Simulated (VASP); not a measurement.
Set up this calculation in VASP 6.6.1, as the native input.

* Task: single point
* Functional: PBEsol
* Potentials or basis: VASP PAW PBE potentials, release 64 (Zn, S)
* Cutoff: 520 eV
* k mesh: 10 × 10 × 10
* Occupations: gaussian, width 0.02 eV
* Spin: no spin polarisation
* Dipole correction: no
* Further INCAR settings: ALGO = Normal; EDIFF = 1e-07; NBANDS = 16

The structure of ZnS (sol) lies in POSCAR:

```
ZnS
1.0
    0.0000000000      2.6781727833      2.6781727833
    2.6781727833      0.0000000000      2.6781727833
    2.6781727833      2.6781727833      0.0000000000
Zn S
1 1
Direct
    0.0000000000      0.0000000000      0.0000000000
    0.7500000000      0.7500000000      0.7500000000
```

The input as run:

INCAR

```
PREC     = Accurate       # precision mode
ENCUT    = 520            # plane-wave cutoff, eV
EDIFF    = 1E-7           # SCF threshold, eV
ISMEAR   = 0              # smearing method
SIGMA    = 0.02           # smearing width, eV
LREAL    = False          # projectors in reciprocal space
LASPH    = True           # aspherical terms in the spheres
NELM     = 80             # most SCF steps
ALGO     = Normal         # electronic algorithm
ISIF     = 2              # what is computed and relaxed
LWAVE    = False          # write WAVECAR
LCHARG   = False          # write CHGCAR
GGA      = PS             # functional
NBANDS   = 16             # bands
```

KPOINTS

```
regular mesh
0
Gamma
  10 10 10
```

Potentials or basis: VASP PAW PBE potentials, release 64 (Zn, S).

Launch:

```sh
$ cat potpaw_PBE.64/Zn/POTCAR potpaw_PBE.64/S/POTCAR > POTCAR
$ mpirun -np 1 vasp_std > vasp.out
```

It gave:

```json
{
  "Pressure": "0.2 GPa",
  "Band gap on the k mesh": "2.09 eV, direct"
}
```

Caveat: the PAW data sets were made with another functional, which shifts forces and pressure a little.

Wall time 42 s on 1 thread of Intel Xeon 8259CL, on a shared host, peak memory 0.17 GiB.
